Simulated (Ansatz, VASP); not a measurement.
# Be3ZnSe4: VASP beside Ansatz

INCAR

```
SYSTEM = Be3ZnSe4
ALGO     = Normal         ! electronic algorithm
EDIFF    = 1E-7           ! SCF threshold, eV
EDIFFG   = -0.04          ! ionic threshold
ENCUT    = 600            ! plane-wave cutoff, eV
GGA      = PE             ! functional
GGA_COMPAT= .False.      
IBRION   = 2              ! ionic algorithm
ISIF     = 3              ! what is computed and relaxed
ISMEAR   = 0              ! smearing method
LASPH    = .True.         ! aspherical terms in the spheres
LCHARG   = .False.        ! write CHGCAR
LREAL    = .False.        ! projectors in reciprocal space
LWAVE    = .False.        ! write WAVECAR
NELM     = 120            ! most SCF steps
NELMIN   = 4            
NSW      = 90             ! ionic steps
PREC     = Accurate       ! precision mode
SIGMA    = 0.1            ! smearing width, eV
```

KPOINTS

```
k-points
0
Gamma
  4 4 4
  0 0 0
```

POSCAR

```
Be3ZnSe4
1.0
    5.3064095700      0.0000000000      0.0000000000
    0.0000000000      5.3064095700      0.0000000000
    0.0000000000      0.0000000000      5.3064095700
Be Zn Se
3 1 4
Direct
    0.5000000000      0.0000000000      0.5000000000
    0.5000000000      0.5000000000      0.0000000000
    0.0000000000      0.5000000000      0.5000000000
    0.0000000000      0.0000000000      0.0000000000
    0.2500000000      0.7500000000      0.7500000000
    0.2500000000      0.2500000000      0.2500000000
    0.7500000000      0.7500000000      0.2500000000
    0.7500000000      0.2500000000      0.7500000000
```

Input for Ansatz:

```yaml
crystal:
  lattice:
    - [5.30640957, 0.0, 0.0]
    - [0.0, 5.30640957, 0.0]
    - [0.0, 0.0, 5.30640957]
  atoms:
    - { symbol: Be, position: [0.5, 0.0, 0.5] }
    - { symbol: Be, position: [0.5, 0.5, 0.0] }
    - { symbol: Be, position: [0.0, 0.5, 0.5] }
    - { symbol: Zn, position: [0.0, 0.0, 0.0] }
    - { symbol: Se, position: [0.25, 0.75, 0.75] }
    - { symbol: Se, position: [0.25, 0.25, 0.25] }
    - { symbol: Se, position: [0.75, 0.75, 0.25] }
    - { symbol: Se, position: [0.75, 0.25, 0.75] }
basis:
  ecutwfc: 420
kpoints:
  mp_grid: { grid: [4, 4, 4] }
hamiltonian:
  xc: pbe
scf:
  occupations: { method: gaussian, width: 0.1 }
  lower_state_search: "off"
output:
  forces: true
  stress: true
  eigenvalues: true
relax:
  adjacent_minimum: "off"
  f_tol: 0.04
  max_steps: 70
  cell: { stress_tol: 0.4 }
```

Alike in both runs: task relaxation of cell and atoms; functional PBE; k mesh 4 × 4 × 4; occupations gaussian, width 0.1 eV; no spin polarisation.

```csv
,VASP,Ansatz
version,VASP 6.6.1,Ansatz 0.2.0
potentials or method,"VASP PAW PBE potentials, release 64 (Be, Zn, Se), cutoff 600 eV","scalar-relativistic, plane waves, PAW"
valence electrons in the cell,42,82
```

```csv
,VASP,Ansatz,Ansatz less VASP
"gap on the k mesh at the Fermi level, each at its own relaxed structure (eV)",2.75,2.75,+0.005
relaxed volume (Å³/atom),18.84,18.82,-0.021
relaxed cell length with the largest relative difference (Å),5.322,5.320,-0.0020
```

VASP's potentials hold 42 valence electrons a cell and Ansatz's 82, so a difference there can come from the potentials and not from the codes.
